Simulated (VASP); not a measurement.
# AlGaN2 (P-4m2) in VASP: further runs

AlGaN2 is run at these levels: r2SCAN; tasks: single point.

All numbers are computed with VASP 6.6.1; they aren't measurements. Logs are shortened: lines on timing, memory, paths and dates and some standing lists are left out, and cuts for length are marked.

**1. The cell of the first run**

The structure is tetragonal, space group P-4m2 (No. 115). The conventional cell has a = 3.139 Å, b = 3.139 Å, c = 4.157 Å, α = 90.00°, β = 90.00°, γ = 90.00°. Within 2.5 Å of Al (site symmetry -4m2) lie 4 N at 1.85 Å. Within 2.5 Å of Ga (site symmetry -4m2) lie 4 N at 1.91 Å. N (site symmetry 2mm) has 2 Al at 1.85 Å and 2 Ga at 1.91 Å within 2.5 Å.

**2. Single point, r2SCAN (strain along c alone, the other axes held: -6.0 %, then relaxed in part)**

The input, POSCAR:

```
AlGaN2
1.0
    3.1385264203      0.0000000000      0.0000000000
    0.0000000000      3.1385264203      0.0000000000
    0.0000000000      0.0000000000      4.1570153248
Al Ga N
1 1 2
Direct
    0.5000000000      0.5000000000      0.5000000000
    0.0000000000      0.0000000000      0.0000000000
    0.5000000000      0.0000000000      0.7379002088
    0.0000000000      0.5000000000      0.2620997912
```

The input, INCAR.step1:

```
PREC = Accurate ; ENCUT = 520
ISMEAR = 0 ; SIGMA = 0.02
LREAL = False ; LASPH = True
NELM = 100 ; NBANDS = 21
GGA = PE ; ALGO = Normal
EDIFF = 1E-4 ; LWAVE = True
LCHARG = False
```

The input, INCAR.step2:

```
PREC = Accurate ; ENCUT = 520
EDIFF = 1E-6 ; ISMEAR = 0
SIGMA = 0.02 ; LREAL = False
LASPH = True ; NELM = 100
ALGO = Normal ; ISIF = 2
LWAVE = False ; LCHARG = False
METAGGA = R2SCAN ; LMIXTAU = True
NBANDS = 21 ; ISTART = 1
```

The input, KPOINTS:

```
regular mesh
0
Gamma
  8 8 6
```

Potentials or basis: VASP PAW PBE potentials, release 64 (Al, Ga_d, N).

Launch:

```console
$ cat potpaw_PBE.64/Al/POTCAR potpaw_PBE.64/Ga_d/POTCAR potpaw_PBE.64/N/POTCAR > POTCAR
$ cp INCAR.step1 INCAR
$ mpirun -np 1 vasp_std > vasp.out
$ cp INCAR.step2 INCAR
$ mpirun -np 1 vasp_std > vasp.out
```

OUTCAR:

```text
PREC = Accurate
   ENCUT = 520
   EDIFF = 1E-6
   ISMEAR = 0
   LREAL = False
   LASPH = True
   NELM = 100
   ISIF = 2
   METAGGA = R2SCAN
   ISTART = 1

 ion  position               nearest neighbor table
   1  0.500  0.500  0.500-   3 1.85   4 1.85   3 1.85   4 1.85   2 3.04   2 3.04   2 3.04   2 3.04
                             2 3.04   2 3.04   2 3.04   2 3.04
   2  0.000  0.000  0.000-   3 1.91   4 1.91   4 1.91   3 1.91   1 3.04   1 3.04   1 3.04   1 3.04
                             1 3.04   1 3.04   1 3.04   1 3.04
   3  0.500  0.000  0.738-   1 1.85   1 1.85   2 1.91   2 1.91
   4  0.000  0.500  0.262-   1 1.85   1 1.85   2 1.91   2 1.91

  LATTYP: Found a simple tetragonal cell.
 ALAT       =     3.1385264203
 C/A-ratio  =     1.3245118148

  Lattice vectors:

 A1 = (   3.1385264203,   0.0000000000,   0.0000000000)
 A2 = (   0.0000000000,   3.1385264203,   0.0000000000)
 A3 = (   0.0000000000,   0.0000000000,   4.1570153248)

Analysis of symmetry for initial positions (statically):
=====================================================================
 Subroutine PRICEL returns:
 Original cell was already a primitive cell.

 Routine SETGRP: Setting up the symmetry group for a
 simple tetragonal supercell.

 Subroutine GETGRP returns: Found  8 space group operations
 (whereof  8 operations were pure point group operations)
 out of a pool of 16 trial point group operations.

The static configuration has the point symmetry D_2d.

Analysis of symmetry for dynamics (positions and initial velocities):
=====================================================================
 Subroutine PRICEL returns:
 Original cell was already a primitive cell.

 Routine SETGRP: Setting up the symmetry group for a
 simple tetragonal supercell.

 Subroutine GETGRP returns: Found  8 space group operations
 (whereof  8 operations were pure point group operations)
 out of a pool of 16 trial point group operations.

The dynamic configuration has the point symmetry D_2d.

 Subroutine INISYM returns: Found  8 space group operations
 (whereof  8 operations are pure point group operations),
 and found     1 'primitive' translations

----------------------------------------------------------------------------------------

                                     Primitive cell

  volume of cell :      40.9480

  direct lattice vectors                    reciprocal lattice vectors
     3.138526420  0.000000000  0.000000000     0.318620864  0.000000000  0.000000000
     0.000000000  3.138526420  0.000000000     0.000000000  0.318620864  0.000000000
     0.000000000  0.000000000  4.157015325     0.000000000  0.000000000  0.240557208

  length of vectors
     3.138526420  3.138526420  4.157015325     0.318620864  0.318620864  0.240557208

  position of ions in fractional coordinates (direct lattice)
     0.500000000  0.500000000  0.500000000
     0.000000000  0.000000000  0.000000000
     0.500000000  0.000000000  0.737900209
     0.000000000  0.500000000  0.262099791

  ion indices of the primitive-cell ions
   primitive index   ion index
                 1           1
                 2           2
                 3           3
                 4           4

----------------------------------------------------------------------------------------

 KPOINTS: regular mesh

Automatic generation of k-mesh.
 Grid dimensions read from file:
 generate k-points for:    8    8    6

 Generating k-lattice:

  Cartesian coordinates                     Fractional coordinates (reciprocal lattice)
     0.039827608  0.000000000  0.000000000     0.125000000  0.000000000  0.000000000
     0.000000000  0.039827608  0.000000000     0.000000000  0.125000000  0.000000000
     0.000000000  0.000000000  0.040092868     0.000000000  0.000000000  0.166666667

  Length of vectors
     0.039827608  0.039827608  0.040092868

  Shift w.r.t. Gamma in fractional coordinates (k-lattice)
     0.000000000  0.000000000  0.000000000

 Subroutine IBZKPT returns following result:
 ===========================================

[... 55 lines left out ...]
  band No.  band energies     occupation
      1      -9.2648      2.00000
      2      -9.2014      2.00000
      3      -7.2641      2.00000
      4      -7.1809      2.00000
      5      -7.0836      2.00000
      6      -6.6581      2.00000
[... 13 lines left out ...]
     20      19.0390      0.00000
     21      19.3190      0.00000

 k-point     6 :       0.1250    0.1250    0.0000
  band No.  band energies     occupation
      1     -10.4320      2.00000
      2      -8.8255      2.00000
      3      -7.2958      2.00000
      4      -7.2694      2.00000
      5      -7.1667      2.00000
      6      -7.0214      2.00000
[... 13 lines left out ...]
     20      20.6904      0.00000
     21      20.7663      0.00000

 k-point     7 :       0.2500    0.1250    0.0000
  band No.  band energies     occupation
      1     -10.0598      2.00000
      2      -8.8504      2.00000
      3      -7.2862      2.00000
      4      -7.2340      2.00000
      5      -7.1072      2.00000
      6      -7.0466      2.00000
[... 13 lines left out ...]
     20      19.7370      0.00000
     21      20.1258      0.00000
[... 291 lines left out ...]
      1      -9.2701      2.00000
      2      -9.1690      2.00000
      3      -7.2668      2.00000
      4      -7.1611      2.00000
      5      -7.0832      2.00000
      6      -6.6518      2.00000
[... 13 lines left out ...]
     20      18.7756      0.00000
     21      19.5363      0.00000

 k-point    21 :       0.1250    0.1250    0.1667
  band No.  band energies     occupation
      1     -10.3057      2.00000
      2      -8.8814      2.00000
      3      -7.3030      2.00000
      4      -7.2587      2.00000
      5      -7.1639      2.00000
      6      -7.0212      2.00000
[... 13 lines left out ...]
     20      19.6651      0.00000
     21      21.3805      0.00000

 k-point    22 :       0.2500    0.1250    0.1667
  band No.  band energies     occupation
      1      -9.9589      2.00000
      2      -8.8913      2.00000
      3      -7.2908      2.00000
      4      -7.2093      2.00000
      5      -7.1057      2.00000
      6      -7.0455      2.00000
[... 13 lines left out ...]
     20      19.8670      0.00000
     21      20.6485      0.00000

 k-point    23 :       0.3750    0.1250    0.1667
  band No.  band energies     occupation
      1      -9.5236      2.00000
      2      -8.9630      2.00000
      3      -7.2720      2.00000
      4      -7.1552      2.00000
      5      -7.0969      2.00000
      6      -6.8799      2.00000
[... 13 lines left out ...]
     20      19.7268      0.00000
     21      19.9522      0.00000

 k-point    24 :       0.5000    0.1250    0.1667
  band No.  band energies     occupation
      1      -9.2134      2.00000
      2      -9.1133      2.00000
      3      -7.2651      2.00000
      4      -7.1355      2.00000
      5      -7.1104      2.00000
      6      -6.5906      2.00000
[... 13 lines left out ...]
     20      19.5679      0.00000
     21      19.6737      0.00000

 [... further k-points ...]
[... 5 lines left out ...]
  --------------------------------------------------------------------------------------
  -------------------------------------------------------------------------------------
  Total        3.0943286      3.0943286      4.7830172      0.0000000      0.0000000     -0.0000000
  in kB      121.0720251    121.0720251    187.1454700      0.0000000      0.0000000     -0.0000000
  external PRESSURE =     143.0965068 kB  Pullay stress =       0.0000000 kB

 VOLUME and BASIS-vectors are now :
 -----------------------------------------------------------------------------
  energy-cutoff  :      520.00
  volume of cell :       40.95
      direct lattice vectors                 reciprocal lattice vectors
     3.138526420  0.000000000  0.000000000     0.318620864  0.000000000  0.000000000
     0.000000000  3.138526420  0.000000000     0.000000000  0.318620864  0.000000000
     0.000000000  0.000000000  4.157015325     0.000000000  0.000000000  0.240557208

 POSITION                                       TOTAL-FORCE (eV/Angst)
 -----------------------------------------------------------------------------------
      1.56926      1.56926      2.07851        -0.000000     -0.000000      0.000000
      0.00000      0.00000      0.00000        -0.000000      0.000000      0.000000
      1.56926      0.00000      3.06746        -0.000000      0.000000     -0.093217
      0.00000      1.56926      1.08955         0.000000      0.000000      0.093217
 -----------------------------------------------------------------------------------
    total drift:                                0.000000      0.000000     -0.000000

  FREE ENERGIE OF THE ION-ELECTRON SYSTEM (eV)
  ---------------------------------------------------
  free  energy   TOTEN  =       -40.9187694861 eV

  energy  without entropy=      -40.9187694861  energy(sigma->0) =      -40.91876949
```

Run time: 45 s. Hardware: 1 thread of Intel Xeon 6975P-C (Granite Rapids), shared host; peak memory 0.18 GiB.

What came out:

```
Free energy            : -40.9188 eV
Pressure               : 14.3 GPa
Largest force          : 0.093 eV/Å
Band gap on the k mesh : 3.91 eV, direct
```

Forces in eV/Å, atoms in the order of the input:
```
Al   0.000  0.000  0.000
Ga   0.000  0.000  0.000
N    0.000  0.000 -0.093
N    0.000  0.000  0.093
```

Stress tensor (GPa, compression positive):
```
12.11  0.00  0.00
 0.00 12.11  0.00
 0.00  0.00 18.71
```

Caveat: the cell differs from its parent crystal (strain along c alone, the other axes held: -6.0 %, then relaxed in part); the PAW data sets were made with another functional, which shifts forces and pressure a little.

**3. Single point, r2SCAN (strain along c alone, the other axes held: -4.0 %, then relaxed in part)**

The input, POSCAR:

```
AlGaN2
1.0
    3.1385264203      0.0000000000      0.0000000000
    0.0000000000      3.1385264203      0.0000000000
    0.0000000000      0.0000000000      4.2454624594
Al Ga N
1 1 2
Direct
    0.5000000000      0.5000000000      0.5000000000
    0.0000000000      0.0000000000      0.0000000000
    0.5000000000      0.0000000000      0.7383471124
    0.0000000000      0.5000000000      0.2616528876
```

The input, INCAR.step1:

```
SYSTEM = AlGaN2
PREC = Accurate
ENCUT = 520
ISMEAR = 0
SIGMA = 0.02
LREAL = .FALSE.
LASPH = .TRUE.
NELM = 100
NBANDS = 21
GGA = PE
ALGO = Normal
EDIFF = 1E-4
LWAVE = .TRUE.
LCHARG = .FALSE.
```

The input, INCAR.step2:

```
SYSTEM = AlGaN2
PREC = Accurate
ENCUT = 520
EDIFF = 1E-7
ISMEAR = 0
SIGMA = 0.02
LREAL = .FALSE.
LASPH = .TRUE.
NELM = 100
ALGO = Normal
ISIF = 2
LWAVE = .FALSE.
LCHARG = .FALSE.
METAGGA = R2SCAN
LMIXTAU = .TRUE.
NBANDS = 21
ISTART = 1
```

The input, KPOINTS:

```
Automatic mesh
0
G
  8 8 6
  0 0 0
```

Potentials or basis: VASP PAW PBE potentials, release 64 (Al, Ga_d, N).

Launch:

```console
$ cat potpaw_PBE.64/Al/POTCAR potpaw_PBE.64/Ga_d/POTCAR potpaw_PBE.64/N/POTCAR > POTCAR
$ cp INCAR.step1 INCAR
$ mpirun -np 1 vasp_std > vasp.out
$ cp INCAR.step2 INCAR
$ mpirun -np 1 vasp_std > vasp.out
```

Wall time 62 s (1 thread of Intel Xeon 6975P-C (Granite Rapids), shared host); peak memory 0.19 GiB.

It converged, with:

* Free energy: -41.0041 eV
* Pressure: 9.2 GPa
* Largest force: 0.093 eV/Å
* Band gap on the k mesh: 3.74 eV, direct

Forces on the atoms (eV/Å):
```
Al   0.000  0.000  0.000
Ga   0.000  0.000  0.000
N    0.000  0.000 -0.093
N    0.000  0.000  0.093
```

Stress tensor (GPa, compression positive):
```
 7.66  0.00  0.00
 0.00  7.66  0.00
 0.00  0.00 12.41
```

Levels at points of the mesh, in eV from the valence-band top:
```
           k point  band 10  band 11  band 12  band 13  band 14  band 15  band 16  band 17
(0.00, 0.00, 0.00)    -2.67    -0.09     0.00     0.00     3.74     4.06     8.21    12.51
(0.50, 0.00, 0.00)    -2.89    -2.75    -1.21    -0.84     7.93     8.13     8.65     9.31
(0.50, 0.50, 0.00)    -2.28    -2.25    -2.25    -2.22     4.01     4.01     7.59     9.97
(0.00, 0.00, 0.50)    -1.80    -1.80    -1.11    -1.11     6.14     6.40     8.99    10.12
(0.50, 0.00, 0.50)    -1.18    -0.78    -0.68    -0.38     6.18     7.62    10.31    10.60
(0.50, 0.50, 0.50)    -4.19    -3.44    -3.36    -3.36     7.22     7.22    10.20    11.82
```

Caveat: the cell differs from its parent crystal (strain along c alone, the other axes held: -4.0 %, then relaxed in part); the PAW data sets were made with another functional, which shifts forces and pressure a little.

**4. Single point, r2SCAN (strain along c alone, the other axes held: -2.0 %, then relaxed in part)**

The input, POSCAR:

```
AlGaN2
1.0
    3.1385264203      0.0000000000      0.0000000000
    0.0000000000      3.1385264203      0.0000000000
    0.0000000000      0.0000000000      4.3339095939
Al Ga N
1 1 2
Direct
    0.5000000000      0.5000000000      0.5000000000
    0.0000000000      0.0000000000      0.0000000000
    0.5000000000      0.0000000000      0.7387428355
    0.0000000000      0.5000000000      0.2612571645
```

The input, INCAR.step1:

```
ALGO = Normal
EDIFF = 1E-4
ENCUT = 520
GGA = PE
ISMEAR = 0
LASPH = True
LCHARG = False
LREAL = False
LWAVE = True
NBANDS = 21
NELM = 80
PREC = Accurate
SIGMA = 0.02
```

The input, INCAR.step2:

```
ALGO = Normal
EDIFF = 1E-6
ENCUT = 520
ISIF = 2
ISMEAR = 0
ISTART = 1
LASPH = True
LCHARG = False
LMIXTAU = True
LREAL = False
LWAVE = False
METAGGA = R2SCAN
NBANDS = 21
NELM = 80
PREC = Accurate
SIGMA = 0.02
```

The input, KPOINTS:

```
k-points
0
Gamma
  8 8 6
```

Launch:

```console
$ cat potpaw_PBE.64/Al/POTCAR potpaw_PBE.64/Ga_d/POTCAR potpaw_PBE.64/N/POTCAR > POTCAR
$ cp INCAR.step1 INCAR
$ mpirun -np 1 vasp_std > vasp.out
$ cp INCAR.step2 INCAR
$ mpirun -np 1 vasp_std > vasp.out
```

Run time: 60 s. Hardware: 1 thread of Intel Xeon 6975P-C (Granite Rapids), shared host; peak memory 0.19 GiB.

Results (log left out):

| Property | Result |
| --- | --- |
| Free energy | -41.0555 eV |
| Pressure | 4.6 GPa |
| Largest force | 0.093 eV/Å |
| Band gap on the k mesh | 3.56 eV, direct |

Forces in eV/Å, atoms in the order of the input:
```
Al   0.000  0.000  0.000
Ga   0.000  0.000  0.000
N    0.000  0.000 -0.093
N    0.000  0.000  0.093
```

Stress tensor (GPa, compression positive):
```
3.72 0.00 0.00
0.00 3.72 0.00
0.00 0.00 6.37
```

Levels at points of the mesh, in eV from the valence-band top:
| k point | band 10 | band 11 | band 12 | band 13 | band 14 | band 15 | band 16 | band 17 |
| --- | --- | --- | --- | --- | --- | --- | --- | --- |
| (0.00, 0.00, 0.00) | -2.53 | -0.15 | 0.00 | 0.00 | 3.56 | 4.07 | 8.30 | 12.30 |
| (0.50, 0.00, 0.00) | -2.94 | -2.83 | -1.13 | -0.75 | 7.89 | 7.96 | 8.70 | 9.24 |
| (0.50, 0.50, 0.00) | -2.32 | -2.29 | -2.29 | -2.27 | 3.92 | 3.92 | 7.30 | 9.77 |
| (0.00, 0.00, 0.50) | -1.71 | -1.71 | -1.05 | -1.05 | 5.98 | 6.18 | 8.86 | 10.11 |
| (0.50, 0.00, 0.50) | -1.10 | -0.84 | -0.61 | -0.50 | 6.02 | 7.48 | 10.16 | 10.44 |
| (0.50, 0.50, 0.50) | -4.11 | -3.39 | -3.30 | -3.30 | 6.99 | 6.99 | 9.92 | 11.79 |

Caveat: the cell differs from its parent crystal (strain along c alone, the other axes held: -2.0 %, then relaxed in part); the PAW data sets were made with another functional, which shifts forces and pressure a little. A k mesh can miss the band edges.

**5. Single point, r2SCAN**

This run uses another cell than the first one, of 10.67 Å³/atom, 1.043 times its volume.

POSCAR is that of step 4.

The input, INCAR.step1:

```
SYSTEM = AlGaN2
ALGO = Normal
EDIFF = 1E-4
ENCUT = 520
GGA = PE
ISMEAR = 0
LASPH = .True.
LCHARG = .False.
LREAL = .False.
LWAVE = .True.
NBANDS = 21
NELM = 100
PREC = Accurate
SIGMA = 0.02
```

The input, INCAR.step2:

```
SYSTEM = AlGaN2
ALGO = Normal
EDIFF = 1E-7
ENCUT = 520
ISIF = 2
ISMEAR = 0
ISTART = 1
LASPH = .True.
LCHARG = .False.
LMIXTAU = .True.
LREAL = .False.
LWAVE = .False.
METAGGA = R2SCAN
NBANDS = 21
NELM = 100
PREC = Accurate
SIGMA = 0.02
```

The input, KPOINTS:

```
k-points
0
Gamma
  8 8 6
  0 0 0
```

Launch:

```console
$ cat potpaw_PBE.64/Al/POTCAR potpaw_PBE.64/Ga_d/POTCAR potpaw_PBE.64/N/POTCAR > POTCAR
$ cp INCAR.step1 INCAR
$ mpirun -np 1 vasp_std > vasp.out
$ cp INCAR.step2 INCAR
$ mpirun -np 1 vasp_std > vasp.out
```

It took 61 s on 1 thread of Intel Xeon 6975P-C (Granite Rapids), shared host; peak memory 0.19 GiB.

The run converged. Its results:

```
Free energy            : -41.0555 eV
Pressure               : 4.6 GPa
Largest force          : 0.093 eV/Å
Band gap on the k mesh : 3.56 eV, direct
```

Forces on the atoms (eV/Å):
```
Al   0.000  0.000  0.000
Ga   0.000  0.000  0.000
N    0.000  0.000 -0.093
N    0.000  0.000  0.093
```

Stress tensor (GPa, compression positive):
```
3.72 0.00 0.00
0.00 3.72 0.00
0.00 0.00 6.37
```

Levels at points of the mesh, in eV from the valence-band top:
```csv
k point,band 11,band 12,band 13,band 14,band 15,band 16
"(0.00, 0.00, 0.00)",-0.15,0.00,0.00,3.56,4.07,8.30
"(0.50, 0.00, 0.00)",-2.83,-1.12,-0.75,7.89,7.96,8.70
"(0.50, 0.50, 0.00)",-2.29,-2.29,-2.27,3.92,3.92,7.30
"(0.00, 0.00, 0.50)",-1.71,-1.05,-1.05,5.98,6.18,8.86
"(0.50, 0.00, 0.50)",-0.84,-0.61,-0.50,6.02,7.48,10.16
"(0.50, 0.50, 0.50)",-3.39,-3.30,-3.30,6.99,6.99,9.92
```

Caveat: the PAW data sets were made with another functional, which shifts forces and pressure a little. A k mesh can miss the band edges.

**6. The runs side by side**

| cell | gap on the mesh (eV) | pressure (GPa) | largest force (eV/Å) |
| --- | --- | --- | --- |
| a = 3.139, b = 3.139, c = 4.157 Å, 4 atoms | 3.91 | 14.3 | 0.09 |
| a = 3.139, b = 3.139, c = 4.245 Å, 4 atoms | 3.74 | 9.2 | 0.09 |
| a = 3.139, b = 3.139, c = 4.334 Å, 4 atoms | 3.56 | 4.6 | 0.09 |

Alike in all rows: task single point; level r2SCAN; potentials or basis VASP PAW PBE potentials, release 64 (Al, Ga_d, N); no spin polarisation; k mesh 8 × 8 × 6; cutoff (eV) 520; smearing gaussian 0.02 eV.

Caveats: the PAW data sets were made with another functional, which shifts forces and pressure a little.

Absolute energies hang on the potentials; compare differences alone.
